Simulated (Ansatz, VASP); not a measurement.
This is a calculation of Sb for VASP 6.6.1.

The input INCAR:

```
SYSTEM = Sb
PREC     = Accurate       ! precision mode
ENCUT    = 520            ! plane-wave cutoff, eV
EDIFF    = 1E-6           ! SCF threshold, eV
ISMEAR   = -1             ! smearing method
SIGMA    = 0.05           ! smearing width, eV
LREAL    = .FALSE.        ! projectors in reciprocal space
LASPH    = .TRUE.         ! aspherical terms in the spheres
NELM     = 100            ! most SCF steps
ALGO     = Normal         ! electronic algorithm
ISIF     = 2              ! what is computed and relaxed
LWAVE    = .FALSE.        ! write WAVECAR
LCHARG   = .FALSE.        ! write CHGCAR
GGA      = PS             ! functional
NBANDS   = 12             ! bands
```

Contents of KPOINTS:

```
regular mesh
0
G
  9 6 6
  0 0 0
```

The input POSCAR:

```
Sb
1.0
    3.1224020000      0.0000000000      0.0000000000
    0.0000000000      4.3475180000      0.0000000000
   -0.0389150000      0.0000000000      4.4058520000
Sb
2
Direct
    0.0121760000      0.2614880000      0.2426090000
    1.0015420000      0.7464850000      0.7653540000
```

Potentials or basis: VASP PAW PBE potentials, release 64 (Sb).

Launch:

```sh
$ cat potpaw_PBE.64/Sb/POTCAR > POTCAR
$ mpirun -np 1 vasp_std > vasp.out
```

Question: Set up the same calculation for Ansatz 0.2.0. Potentials there: Ansatz PAW.

Answer: As run (the cutoff follows the program's own potentials):

input.yaml

```yaml
crystal:
  lattice:
    - [3.122402, 0.0, 0.0]
    - [0.0, 4.347518, 0.0]
    - [-0.038915, 0.0, 4.405852]
  atoms:
    - { symbol: Sb, position: [0.012176, 0.261488, 0.242609] }
    - { symbol: Sb, position: [1.001542, 0.746485, 0.765354] }
hamiltonian:
  xc: pbesol
  pseudopotentials: { kind: paw }
kpoints:
  mp_grid: { grid: [9, 6, 6] }
scf:
  occupations: { method: fermi_dirac, width: 0.05 }
output:
  forces: true
  stress: true
  eigenvalues: true
```

Potentials or basis: Ansatz PAW.

Launch:

```sh
$ ansatz run input.yaml --threads 1 --pin off --max-ram 3584MiB --backend cpu --events-out ev --progress --plain --runs-dir out
```

Both were run:

|  | VASP | Ansatz | Ansatz less VASP |
| --- | --- | --- | --- |
| gap on the k mesh at the Fermi level (eV) | none | none | - |
| pressure (GPa) | -1.9 | -2.0 | -0.09 |
| traceless stress, the component that is largest in VASP (GPa) | 0.47 | 0.49 | +0.017 |
| rms of the force components (eV/Å) | 0.064 | 0.056 | -0.0084 |

VASP's potentials were made for PBE, not for PBEsol. Atom by atom the forces differ by 0.009 eV/Å (rms over components). A gap of «none» marks a metal or a gap that the smearing closes. VASP's potentials hold 10 valence electrons a cell and Ansatz's 30, so a difference there can come from the potentials and not from the codes.

Neither program's run includes spin-orbit coupling.
